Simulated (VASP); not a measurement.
# AlN (P6_3/mmc) in VASP: further runs, part 2 of 2

VASP 6.6.1.

## (5) Single point, PBEsol (volume 9.535 Å^3 an atom, c/a of the conventional cell 1.1951)

Input file INCAR:

```
SYSTEM = AlN
PREC     = Accurate       ! precision mode
ENCUT    = 520            ! plane-wave cutoff, eV
EDIFF    = 1E-7           ! SCF threshold, eV
ISMEAR   = 0              ! smearing method
SIGMA    = 0.05           ! smearing width, eV
LREAL    = .FALSE.        ! projectors in reciprocal space
LASPH    = .TRUE.         ! aspherical terms in the spheres
NELM     = 100            ! most SCF steps
ALGO     = Normal         ! electronic algorithm
ISIF     = 2              ! what is computed and relaxed
LWAVE    = .FALSE.        ! write WAVECAR
LCHARG   = .FALSE.        ! write CHGCAR
GGA      = PS             ! functional
NBANDS   = 16             ! bands
```

Input file KPOINTS:

```
regular mesh
0
G
  9 9 6
  0 0 0
```

Input file POSCAR:

```
AlN
1.0
    3.3277339965      0.0000000000      0.0000000000
   -1.6638669983      2.8819021780      0.0000000000
    0.0000000000      0.0000000000      3.9769748992
Al N
2 2
Direct
    0.3333333333      0.6666666667      0.7500000000
    0.6666666667      0.3333333333      0.2500000000
    0.3333333333      0.6666666667      0.2500000000
    0.6666666667      0.3333333333      0.7500000000
```

Potentials or basis: VASP PAW PBE potentials, release 64 (Al, N).

The run is started by

```bash
$ cat potpaw_PBE.64/Al/POTCAR potpaw_PBE.64/N/POTCAR > POTCAR
$ mpirun -np 1 vasp_std > vasp.out
```

OUTCAR:

```text
SYSTEM = AlN
   PREC = Accurate
   ENCUT = 520
   EDIFF = 1E-7
   ISMEAR = 0
   LREAL = .FALSE.
   LASPH = .TRUE.
   NELM = 100
   ISIF = 2
   GGA = PS

 ion  position               nearest neighbor table
   1  0.333  0.667  0.750-   4 1.92   4 1.92   4 1.92   3 1.99   3 1.99   2 2.77   2 2.77   2 2.77
                             2 2.77   2 2.77   2 2.77
   2  0.667  0.333  0.250-   3 1.92   3 1.92   3 1.92   4 1.99   4 1.99   1 2.77   1 2.77   1 2.77
                             1 2.77   1 2.77   1 2.77
   3  0.333  0.667  0.250-   2 1.92   2 1.92   2 1.92   1 1.99   1 1.99
   4  0.667  0.333  0.750-   1 1.92   1 1.92   1 1.92   2 1.99   2 1.99

[... 661 lines left out ...]
  -------------------------------------------------------------------------------------
  Total        0.3498229      0.3498229      3.0669650     -0.0000000      0.0000000      0.0000000
  in kB       14.6952877     14.6952877    128.8364379     -0.0000000      0.0000000      0.0000000
  external PRESSURE =      52.7423377 kB  Pullay stress =       0.0000000 kB

 VOLUME and BASIS-vectors are now :
 -----------------------------------------------------------------------------
  energy-cutoff  :      520.00
  volume of cell :       38.14
      direct lattice vectors                 reciprocal lattice vectors
     3.327733997  0.000000000  0.000000000     0.300504788  0.173496520  0.000000000
    -1.663866998  2.881902178  0.000000000     0.000000000  0.346993041  0.000000000
     0.000000000  0.000000000  3.976974899     0.000000000  0.000000000  0.251447400

 POSITION                                       TOTAL-FORCE (eV/Angst)
 -----------------------------------------------------------------------------------
     -0.00000      1.92127      2.98273         0.000000     -0.000000      0.000000
      1.66387      0.96063      0.99424         0.000000      0.000000      0.000000
     -0.00000      1.92127      0.99424        -0.000000     -0.000000      0.000000
      1.66387      0.96063      2.98273        -0.000000      0.000000      0.000000
 -----------------------------------------------------------------------------------
    total drift:                               -0.000000     -0.000000     -0.000000

  FREE ENERGIE OF THE ION-ELECTRON SYSTEM (eV)
  ---------------------------------------------------
  free  energy   TOTEN  =       -30.8902421932 eV

  energy  without entropy=      -30.8902421932  energy(sigma->0) =      -30.89024219
```

stdout:

```text
POSCAR found type information on POSCAR AlN
 POSCAR found :  2 types and       4 ions
 scaLAPACK will be used
 -----------------------------------------------------------------------------
|                                                                             |
|                                                                             |
|     You enforced a specific xc type in the INCAR file but a different       |
|     I HOPE YOU KNOW WHAT YOU ARE DOING!                                     |
|                                                                             |
 -----------------------------------------------------------------------------

 LDA part: xc-table for (Slater+PW92), standard interpolation
 POSCAR, INCAR and KPOINTS ok, starting setup
 FFT: planning ... GRIDC
 FFT: planning ... GRID_SOFT
 FFT: planning ... GRID
 WAVECAR not read
 entering main loop
```

Wall time 49 s (1 thread of Intel Xeon 8259CL, shared host); peak memory 0.17 GiB.

What came out:

```
Free energy            : -30.8902 eV
Pressure               : 5.3 GPa
Band gap on the k mesh : 3.63 eV, direct
```

Levels at points of the mesh, in eV from the valence-band top:
```csv
k point,band 4,band 5,band 6,band 7,band 8,band 9,band 10,band 11,band 12,band 13
"(0.00, 0.00, 0.00)",-3.35,-3.35,-1.35,-1.35,0.00,3.63,4.74,8.31,8.31,11.80
"(0.00, 0.00, 0.50)",-3.62,-2.40,-2.40,-2.40,-2.40,6.00,6.00,8.37,8.37,8.37
```

Caveat: the PAW data sets were made with another functional, which shifts forces and pressure a little. A k mesh can miss the band edges.

## (6) Single point, PBEsol (volume 10.942 Å^3 an atom, c/a of the conventional cell 1.1761)

Input file INCAR:

```
ALGO     = Normal         # electronic algorithm
EDIFF    = 1E-6           # SCF threshold, eV
ENCUT    = 520            # plane-wave cutoff, eV
GGA      = PS             # functional
ISIF     = 2              # what is computed and relaxed
ISMEAR   = 0              # smearing method
LASPH    = T              # aspherical terms in the spheres
LCHARG   = T              # write CHGCAR
LELF     = T              # ELF
LREAL    = F              # projectors in reciprocal space
LVHAR    = T            
LWAVE    = F              # write WAVECAR
NBANDS   = 16             # bands
NELM     = 100            # most SCF steps
PREC     = Accurate       # precision mode
SIGMA    = 0.05           # smearing width, eV
```

Input file KPOINTS:

```
k-points
0
Gamma
  9 9 6
```

Input file POSCAR:

```
AlN
1.0
    3.5026273946      0.0000000000      0.0000000000
   -1.7513136973      3.0333643037      0.0000000000
    0.0000000000      0.0000000000      4.1194400788
Al N
2 2
Direct
    0.3333333333      0.6666666667      0.7500000000
    0.6666666667      0.3333333333      0.2500000000
    0.3333333333      0.6666666667      0.2500000000
    0.6666666667      0.3333333333      0.7500000000
```

Potentials or basis: VASP PAW PBE potentials, release 64 (Al, N).

The run is started by

```bash
$ cat potpaw_PBE.64/Al/POTCAR potpaw_PBE.64/N/POTCAR > POTCAR
$ mpirun -np 1 vasp_std > vasp.out
```

Run time: 38 s. Hardware: 1 thread of Intel Xeon 8259CL, shared host; peak memory 0.17 GiB.

Results (log left out):

* Free energy: -30.5623 eV
* Pressure: -19.5 GPa
* Band gap on the k mesh: 2.76 eV, direct

Stress tensor (GPa, compression positive):
```
-22.59   0.00   0.00
  0.00 -22.59   0.00
  0.00   0.00 -13.40
```

Levels at points of the mesh, in eV from the valence-band top:
| k point | band 5 | band 6 | band 7 | band 8 | band 9 | band 10 | band 11 | band 12 |
| --- | --- | --- | --- | --- | --- | --- | --- | --- |
| (0.00, 0.00, 0.00) | -2.89 | -0.96 | -0.96 | 0.00 | 2.76 | 3.73 | 7.65 | 7.65 |
| (0.00, 0.00, 0.50) | -1.96 | -1.96 | -1.96 | -1.96 | 5.33 | 5.33 | 7.77 | 7.77 |

Caveat: the PAW data sets were made with another functional, which shifts forces and pressure a little.

## (7) Summary

```tsv
cell	gap on the mesh (eV)	pressure (GPa)
a = 3.363, b = 3.363, c = 3.893 Å, angles 90.0, 90.0, 120.0°, 4 atoms	3.71	6.2
a = 3.257, b = 3.257, c = 4.151 Å, angles 90.0, 90.0, 120.0°, 4 atoms	3.48	6.0
a = 3.223, b = 3.223, c = 4.240 Å, angles 90.0, 90.0, 120.0°, 4 atoms	3.42	7.6
a = 3.328, b = 3.328, c = 3.977 Å, angles 90.0, 90.0, 120.0°, 4 atoms	3.63	5.3
a = 3.503, b = 3.503, c = 4.119 Å, angles 90.0, 90.0, 120.0°, 4 atoms	2.76	-19.5
```

Alike in all rows: task single point; level PBEsol; potentials or basis VASP PAW PBE potentials, release 64 (Al, N); no spin polarisation; k mesh 9 × 9 × 6; cutoff (eV) 520; smearing gaussian 0.05 eV.

Caveats: the PAW data sets were made with another functional, which shifts forces and pressure a little.

Absolute energies hang on the potentials; compare differences alone.
